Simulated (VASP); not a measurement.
Set up this calculation in VASP 6.6.1, as the native input.

```
Task                   : relaxation of cell and atoms
Functional             : r2SCAN
Potentials or basis    : VASP PAW PBE potentials, release 64 (Pb_d, Se)
Cutoff                 : 600 eV
k mesh                 : 5 × 5 × 5, shifted
Occupations            : fermi-dirac, width 0.1 eV
Spin                   : no spin polarisation
Dipole correction      : no
Further INCAR settings : ALGO = Normal; EDIFF = 1e-06; ISYM = 0; IBRION = 2; EDIFFG = -0.01; NSW = 60; ISIF = 3
```

The system is PbSe.

```
CELL_PARAMETERS angstrom
0.00000 3.10290 3.10290
3.10290 0.00000 3.10290
3.10290 3.10290 0.00000
ATOMIC_POSITIONS crystal
Pb 0.00000 0.00000 0.00000
Se 0.50000 0.50000 0.50000
```

These files were run (other wordings do the same):

POSCAR

```
PbSe
1.0
    0.0000000000      3.1029050000      3.1029050000
    3.1029050000      0.0000000000      3.1029050000
    3.1029050000      3.1029050000      0.0000000000
Pb Se
1 1
Direct
    0.0000000000      0.0000000000      0.0000000000
    0.5000000000      0.5000000000      0.5000000000
```

INCAR.step1

```
ALGO = Normal
EDIFF = 1E-4
ENCUT = 600
GGA = PE
ISMEAR = -1
ISYM = 0
LASPH = True
LCHARG = False
LREAL = False
LWAVE = True
NELM = 60
PREC = Accurate
SIGMA = 0.1
```

INCAR.step2

```
ALGO = Normal
EDIFF = 1E-6
EDIFFG = -0.01
ENCUT = 600
IBRION = 2
ISIF = 3
ISMEAR = -1
ISTART = 1
ISYM = 0
LASPH = True
LCHARG = False
LMIXTAU = True
LREAL = False
LWAVE = False
METAGGA = R2SCAN
NELM = 60
NSW = 60
PREC = Accurate
SIGMA = 0.1
```

KPOINTS

```
Automatic mesh
0
Gamma
  5 5 5
  0.5 0.5 0.5
```

Potentials or basis: VASP PAW PBE potentials, release 64 (Pb_d, Se).

Launch:

```sh
$ cat potpaw_PBE.64/Pb_d/POTCAR potpaw_PBE.64/Se/POTCAR > POTCAR
$ cp INCAR.step1 INCAR
$ mpirun -np 1 vasp_std > vasp.out
$ cp INCAR.step2 INCAR
$ mpirun -np 1 vasp_std > vasp.out
```

It gave:

```yaml
Relaxed_volume: 29.49 Å³/atom
Relaxed_cell: a = 4.369 Å, b = 4.369 Å, c = 4.369 Å, α = 60.00°, β = 60.00°, γ = 60.00°
Space_group_after_relaxing_to_0.1_Å: Fm-3m (No. 225)
Energy_gained_by_relaxing: 0.8 meV/atom
Ionic_steps: 3
Pressure_after_relaxing: 0.0 GPa
Band_gap_on_the_k_mesh: 0.67 eV
```

Caveat: the PAW data sets were made with another functional, which shifts forces and pressure a little; spin-orbit coupling is left out, which moves the levels of the heavy elements; a shifted mesh leaves out Γ, where band edges can lie.

Wall time 56 min on 1 thread of AMD EPYC 7R13 (shared host), peak memory 0.43 GiB.
